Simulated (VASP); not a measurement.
# Mg3ScBr3 (Pm-3m) in VASP: relaxation of cell and atoms with PBE

Aim: the relaxation of cell and atoms of Mg3ScBr3 with PBE.

All numbers are computed with VASP 6.6.1; they aren't measurements. Logs are shortened: lines on timing, memory, paths and dates and some standing lists are left out, and cuts for length are marked.

## (1) The cell of the first run

Symmetry: Pm-3m, No. 221, cubic system. Conventional cell: a = 5.663 Å, b = 5.663 Å, c = 5.663 Å, α = 90.00°, β = 90.00°, γ = 90.00°. Within 3.7 Å of Mg (site symmetry 4/mmm) lie 2 Sc at 2.83 Å and 4 Br at 2.83 Å. Sc (site symmetry m-3m) has 6 Mg at 2.83 Å within 3.7 Å. Br (site symmetry 4/mmm) has 4 Mg at 2.83 Å within 3.7 Å.

The cell was generated, and may not be a known phase.

## (2) Relaxation of cell and atoms, PBE

Input file INCAR:

```
PREC = Accurate
ENCUT = 840
EDIFF = 1E-7
ISMEAR = 0
SIGMA = 0.1
LREAL = F
LASPH = T
NELM = 120
ALGO = Normal
ISIF = 3
LWAVE = F
LCHARG = F
GGA = PE
IBRION = 2
NSW = 90
EDIFFG = -0.04
GGA_COMPAT = F
NELMIN = 4
```

Input file KPOINTS:

```
regular mesh
0
Gamma
  4 4 4
```

Input file POSCAR:

```
Mg3ScBr3
1.0
    5.6627772200      0.0000000000      0.0000000000
    0.0000000000      5.6627772200      0.0000000000
    0.0000000000      0.0000000000      5.6627772200
Mg Sc Br
3 1 3
Direct
    0.0000000000      0.5000000000      0.5000000000
    0.5000000000      0.5000000000      0.0000000000
    0.5000000000      0.0000000000      0.5000000000
    0.5000000000      0.5000000000      0.5000000000
    0.0000000000      0.5000000000      0.0000000000
    0.5000000000      0.0000000000      0.0000000000
    0.0000000000      0.0000000000      0.5000000000
```

Potentials or basis: VASP PAW PBE potentials, release 64 (Mg_sv, Sc_sv, Br).

Started as:

```bash
> cat potpaw_PBE.64/Mg_sv/POTCAR potpaw_PBE.64/Sc_sv/POTCAR potpaw_PBE.64/Br/POTCAR > POTCAR
> mpirun -np 1 vasp_std > vasp.out
```

OUTCAR:

```text
PREC = Accurate
   ENCUT = 840
   EDIFF = 1E-7
   ISMEAR = 0
   LREAL = F
   LASPH = T
   NELM = 120
   ISIF = 3
   GGA = PE
   IBRION = 2
   NSW = 90
   EDIFFG = -0.04
   NELMIN = 4

 ion  position               nearest neighbor table
   1  0.000  0.500  0.500-   4 2.83   4 2.83
   2  0.500  0.500  0.000-   4 2.83   4 2.83
   3  0.500  0.000  0.500-   4 2.83   4 2.83
   4  0.500  0.500  0.500-   1 2.83   2 2.83   3 2.83   2 2.83   3 2.83   1 2.83
   5  0.000  0.500  0.000-
   6  0.500  0.000  0.000-
   7  0.000  0.000  0.500-

  LATTYP: Found a simple cubic cell.
 ALAT       =     5.6627772200

  Lattice vectors:

 A1 = (   5.6627772200,   0.0000000000,   0.0000000000)
 A2 = (   0.0000000000,   5.6627772200,   0.0000000000)
 A3 = (   0.0000000000,   0.0000000000,   5.6627772200)

Analysis of symmetry for initial positions (statically):
=====================================================================
 Subroutine PRICEL returns:
 Original cell was already a primitive cell.

 Routine SETGRP: Setting up the symmetry group for a
 simple cubic supercell.

 Subroutine GETGRP returns: Found 48 space group operations
 (whereof 48 operations were pure point group operations)
 out of a pool of 48 trial point group operations.

The static configuration has the point symmetry O_h .

Analysis of symmetry for dynamics (positions and initial velocities):
=====================================================================
 Subroutine PRICEL returns:
 Original cell was already a primitive cell.

 Routine SETGRP: Setting up the symmetry group for a
 simple cubic supercell.

 Subroutine GETGRP returns: Found 48 space group operations
 (whereof 48 operations were pure point group operations)
 out of a pool of 48 trial point group operations.

The dynamic configuration has the point symmetry O_h .

 Subroutine INISYM returns: Found 48 space group operations
 (whereof 48 operations are pure point group operations),
 and found     1 'primitive' translations

----------------------------------------------------------------------------------------

                                     Primitive cell

  volume of cell :     181.5885

  direct lattice vectors                    reciprocal lattice vectors
     5.662777220  0.000000000  0.000000000     0.176591796  0.000000000  0.000000000
     0.000000000  5.662777220  0.000000000     0.000000000  0.176591796  0.000000000
[... 70 lines left out ...]
 SYSTEM =  unknown system
   PREC   = accura    normal or accurate (medium, high low for compatibility)
   ISTART =      0    job   : 0-new  1-cont  2-samecut
   ICHARG =      2    charge: 1-file 2-atom 10-const
   ISPIN  =      1    spin polarized calculation?
   LNONCOLLINEAR =      F non collinear calculations
   LSORBIT =      F    spin-orbit coupling
   LASPH  =      T    aspherical Exc in radial PAW
   ENCUT  =  840.0 eV  61.74 Ry    7.86 a.u.  13.38 13.38 13.38*2*pi/ulx,y,z
   NELM   =    120;   NELMIN=  4; NELMDL= -5     # of ELM steps
   EDIFF  = 0.1E-06   stopping-criterion for ELM
   LREAL  =      F    real-space projection
   EDIFFG = -.4E-01   stopping-criterion for IOM
   NSW    =     90    number of steps for IOM
   IBRION =      2    ionic relax: 0-MD 1-quasi-New 2-CG
   NFREE  =      1    steps in history (QN), initial steepest desc. (CG)
   ISIF   =      3    stress and relaxation
   ISYM   =      2    0-nonsym 1-usesym 2-fastsym
   POTIM  = 0.5000    time-step for ionic-motion
   TEBEG  =    0.0;   TEEND  =   0.0 temperature during run
   PSTRESS=    0.0 pullay stress
   NELECT =      62.0000    total number of electrons
   NUPDOWN=      -1.0000    fix difference up-down
   EMIN   =  10.00;   EMAX   =-10.00  energy-range for DOS
   EFERMI =   0.00;   METHOD = LEGACY
   ISMEAR =     0;   SIGMA  =   0.10  broadening in eV -4-tet -1-fermi 0-gaus
   EFERMI_NEDOS =   21; number of points for ismear=-14 and -15
   IALGO  =     38    algorithm
   IMIX   =      4    mixing-type and parameters
     AMIX     =   0.40;   BMIX     =  1.00
     AMIX_MAG =   1.60;   BMIX_MAG =  1.00
  volume/ion in A,a.u.               =      25.94       175.06
  Fermi-wavevector in a.u.,A,eV,Ry     =   1.144219  2.162261 17.813260  1.309238
  Thomas-Fermi vector in A             =   2.280912
   LORBIT       =      0    0 simple, 1 ext, 2 COOP (PROOUT), +10 PAW based schemes
   GGA     = PE    functional components
   LHFCALC =     F    Hartree Fock is set to
   AEXX    =    0.0000 exact exchange contribution
   IVDW    =     0    specifies the selected vdW correction
   LEPSILON=     F    determine dielectric tensor
   LRPA    =     F    only Hartree local field effects (RPA)
 conjugate gradient relaxation of ions
 non-spin polarized calculation
 Gauss-broadening in eV      SIGMA  =   0.10
  energy-cutoff  :      840.00
  volume of cell :      181.59
 maximum number of plane-waves:     10068
 NGX is ok and might be reduce to    54
   NGX = 27   NGY = 27   NGZ = 27

--------------------------------------- Ionic step        1  -------------------------------------------

 number of electron      61.9999963 magnetization

 Free energy of the ion-electron system (eV)
  ---------------------------------------------------
  ext. energy  EPLUGINS =         0.00000000
  ---------------------------------------------------
  free energy    TOTEN  =       -16.56438799 eV

  energy without entropy =      -16.53636980  energy(sigma->0) =      -16.55037890

------------------------ aborting loop because EDIFF is reached ----------------------------------------

  FORCE on cell =-STRESS in cart. coord.  units (eV):
  Direction    XX          YY          ZZ          XY          YZ          ZX
  --------------------------------------------------------------------------------------
  -------------------------------------------------------------------------------------
  Total        6.5365674      6.5365674      6.5365674     -0.0000000     -0.0000000      0.0000000
  in kB       57.6729142     57.6729142     57.6729142     -0.0000000     -0.0000000      0.0000000
  external PRESSURE =      57.6729142 kB  Pullay stress =       0.0000000 kB
[... 69 lines left out ...]
--------------------------------------- Ionic step        3  -------------------------------------------

 number of electron      62.0000038 magnetization

 Free energy of the ion-electron system (eV)
  ---------------------------------------------------
  ext. energy  EPLUGINS =         0.00000000
  ---------------------------------------------------
  free energy    TOTEN  =       -17.09408334 eV

  energy without entropy =      -17.06190506  energy(sigma->0) =      -17.07799420

 E-fermi :   1.6625     XC(G=0):  -7.9870

 val. band max:        1.6420924572   @ k =   0.5000   0.2500   0.0000
 cond. band min:       1.7002294127   @ k =   0.5000   0.2500   0.2500
 fundamental gap:      0.0581369555
 Fermi energy:         1.6625384325

 k-point     1 :       0.0000    0.0000    0.0000
  band No.  band energies     occupation
      1     -74.7794      2.00000
      2     -74.7792      2.00000
      3     -74.7792      2.00000
      4     -48.4117      2.00000
      5     -41.5497      2.00000
      6     -41.5497      2.00000
[... 423 lines left out ...]
  FREE ENERGIE OF THE ION-ELECTRON SYSTEM (eV)
  ---------------------------------------------------
  free  energy   TOTEN  =       -17.0940833418 eV

  energy  without entropy=      -17.0619050556  energy(sigma->0) =      -17.07799420

 reached required accuracy - stopping structural energy minimisation
```

OSZICAR:

```text
N       E                     dE             d eps       ncg     rms          rms(c)
DAV:   1     0.985581733179E+03    0.98558E+03   -0.42962E+04   772   0.236E+03
DAV:   2     0.126005038741E+03   -0.85958E+03   -0.84784E+03   740   0.675E+02
DAV:   3     0.673498751608E+01   -0.11927E+03   -0.11534E+03  1168   0.194E+02
DAV:   4    -0.131564045201E+02   -0.19891E+02   -0.19043E+02  1192   0.736E+01
[... 39 lines left out ...]
DAV:   9    -0.170940835294E+02    0.16474E-06   -0.89892E-05  1100   0.886E-02    0.201E-02
DAV:  10    -0.170940842512E+02   -0.72183E-06   -0.79666E-06  1063   0.272E-02    0.579E-03
DAV:  11    -0.170940837602E+02    0.49102E-06   -0.48243E-06  1073   0.115E-02    0.437E-03
DAV:  12    -0.170940833075E+02    0.45272E-06   -0.60598E-07   809   0.400E-03    0.493E-04
DAV:  13    -0.170940833418E+02   -0.34319E-07   -0.46575E-08   423   0.207E-03
   3 F= -.17094083E+02 E0= -.17077994E+02  d E =-.529695E+00
```

Wall time 5.3 min (1 thread of Intel Xeon Platinum 8488C (Sapphire Rapids), shared host); peak memory 0.51 GiB.

Results:

```
Free energy                           : -17.0941 eV
Relaxed volume                        : 30.98 Å³/atom
Relaxed cell                          : a = 6.008 Å, b = 6.008 Å, c = 6.008 Å, α = 90.00°, β = 90.00°, γ = 90.00°
Space group after relaxing (to 0.1 Å) : Pm-3m (No. 221)
Energy gained by relaxing             : 75.7 meV/atom
Ionic steps                           : 3
Pressure after relaxing               : -0.1 GPa
Band gap on the k mesh                : zero (bands 31 and 32 overlap by 0.46 eV)
```

The path:
```
step  energy change (eV)  largest force (eV/Å)  pressure (GPa)  volume (Å³)
   1              0.0000                0.0000            5.77       181.59
   2             -0.5049                0.0000            1.01       207.25
   3             -0.5297                0.0000           -0.14       216.85
```

Final structure:
```yaml
crystal:
  lattice:
    - [6.00789, 0.00000, 0.00000]
    - [0.00000, 6.00789, 0.00000]
    - [0.00000, 0.00000, 6.00789]
  atoms:
    - { symbol: Mg, position: [0.00000, 0.50000, 0.50000] }
    - { symbol: Mg, position: [0.50000, 0.50000, 0.00000] }
    - { symbol: Mg, position: [0.50000, 0.00000, 0.50000] }
    - { symbol: Sc, position: [0.50000, 0.50000, 0.50000] }
    - { symbol: Br, position: [0.00000, 0.50000, 0.00000] }
    - { symbol: Br, position: [0.50000, 0.00000, 0.00000] }
    - { symbol: Br, position: [0.00000, 0.00000, 0.50000] }
```

Caveat: the volume moved by over 15 % at a fixed basis, so the end points are rough.

The gap in the log of VASP goes by the Fermi energy; the results here count the filled bands.